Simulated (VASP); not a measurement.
Write the native input for VASP 6.6.1 that does the following.

```yaml
Task: single point
Functional: r2SCAN
Potentials_or_basis: VASP PAW PBE potentials, release 64 (Na_pv, H)
Cutoff: 520 eV
k_mesh: 10 × 10 × 10
Occupations: fermi-dirac, width 0.2 eV
Spin: no spin polarisation
Dipole_correction: no
Further_INCAR_settings: ALGO = Normal; EDIFF = 1e-06; NBANDS = 11
```

Crystal: NaH.

```
Na H
1.0
     0.00000    2.50006    2.40181
     2.50006    0.00000    2.40181
     2.50006    2.50006    0.00000
Na H
1 1
Direct
  0.00000 0.00000 0.00000
  0.50000 0.50000 0.50000
```

This cell differs from its parent crystal: volume 15.012 Å^3 an atom, c/a of the conventional cell 0.9607.

One way to write it, as run:

POSCAR

```
NaH
1.0
    0.0000000000      2.5000589834      2.4018066653
    2.5000589834      0.0000000000      2.4018066653
    2.5000589834      2.5000589834      0.0000000000
Na H
1 1
Direct
    0.0000000000      0.0000000000      0.0000000000
    0.5000000000      0.5000000000      0.5000000000
```

INCAR.step1

```
PREC = Accurate
ENCUT = 520
ISMEAR = -1
SIGMA = 0.2
LREAL = F
LASPH = T
NELM = 60
NBANDS = 11
GGA = PE
ALGO = Normal
EDIFF = 1E-4
LWAVE = T
LCHARG = F
```

INCAR.step2

```
PREC = Accurate
ENCUT = 520
EDIFF = 1E-6
ISMEAR = -1
SIGMA = 0.2
LREAL = F
LASPH = T
NELM = 60
ALGO = Normal
ISIF = 2
LWAVE = F
LCHARG = T
METAGGA = R2SCAN
LMIXTAU = T
LELF = T
LVHAR = T
NBANDS = 11
ISTART = 1
```

KPOINTS

```
Automatic mesh
0
Gamma
  10 10 10
```

Potentials or basis: VASP PAW PBE potentials, release 64 (Na_pv, H).

Run with:

```console
$ cat potpaw_PBE.64/Na_pv/POTCAR potpaw_PBE.64/H/POTCAR > POTCAR
$ cp INCAR.step1 INCAR
$ mpirun -np 1 vasp_std > vasp.out
$ cp INCAR.step2 INCAR
$ mpirun -np 1 vasp_std > vasp.out
```

It gave:

| Property | Result |
| --- | --- |
| Pressure | -1.9 GPa |
| Band gap on the k mesh | 4.24 eV, indirect (least direct gap 5.07 eV) |

Caveat: the PAW data sets were made with another functional, which shifts forces and pressure a little.

Run time: 53 s on 1 thread of Intel(R) Xeon(R) 6975P-C (Granite Rapids), with other jobs on the host, peak memory 0.17 GiB.
